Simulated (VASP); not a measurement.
**NaMgI3: single point with PBE**

Crystal: NaMgI3.

```xyz
5
Lattice="5.6726 0.0000 0.0000 0.0000 5.7883 0.0000 0.0000 0.0000 5.7883" Properties=species:S:1:pos:R:3 pbc="T T T"
Na    0.0000    0.0000    0.0000
Mg    2.8363    2.8942    2.8942
I     2.8363    2.8942    0.0000
I     2.8363    0.0000    2.8942
I     0.0000    2.8942    2.8942
```

This cell differs from its parent crystal: uniaxial x strain -2.0%.

```yaml
Program: VASP 6.6.1
Task: single point
Functional: PBE
Potentials_or_basis: VASP PAW PBE potentials, release 64 (Na_pv, Mg, I)
Cutoff: 520 eV
k_mesh: 4 × 4 × 4
Occupations: fermi-dirac, width 0.02 eV
Spin: no spin polarisation
```

- Pressure: 0.7 GPa
- Band gap on the k mesh: 1.19 eV (least direct gap 1.76 eV)

Stress tensor (GPa, compression positive):
```
1.03 0.00 0.00
0.00 0.52 0.00
0.00 0.00 0.52
```

Levels at points of the mesh, in eV from the valence-band top:
```tsv
k point	band 12	band 13	band 14	band 15	band 16	band 17	band 18	band 19
(0.00, 0.00, 0.00)	-0.90	-0.60	-0.57	-0.57	1.19	2.41	5.25	5.31
(0.50, 0.00, 0.00)	-1.46	-1.17	-0.71	-0.71	3.53	3.84	4.54	5.68
(0.00, 0.50, 0.00)	-1.40	-1.15	-0.70	-0.66	3.36	3.73	4.59	5.68
(0.50, 0.50, 0.00)	-1.42	-1.38	-1.07	-0.01	3.86	5.03	5.15	5.22
(0.00, 0.50, 0.50)	-1.36	-1.36	-1.08	-0.08	3.93	5.08	5.08	5.12
(0.50, 0.50, 0.50)	-1.05	-0.06	0.00	0.00	2.54	4.36	4.36	4.57
```

It took 49 s on 1 thread of Intel(R) Xeon(R) 6975P-C (Granite Rapids), with other jobs on the host, peak memory 0.32 GiB.

Caveat: the cell differs from its parent crystal (uniaxial x strain -2.0%); spin-orbit coupling is left out, which moves the levels of the heavy elements. A k mesh can miss the band edges.
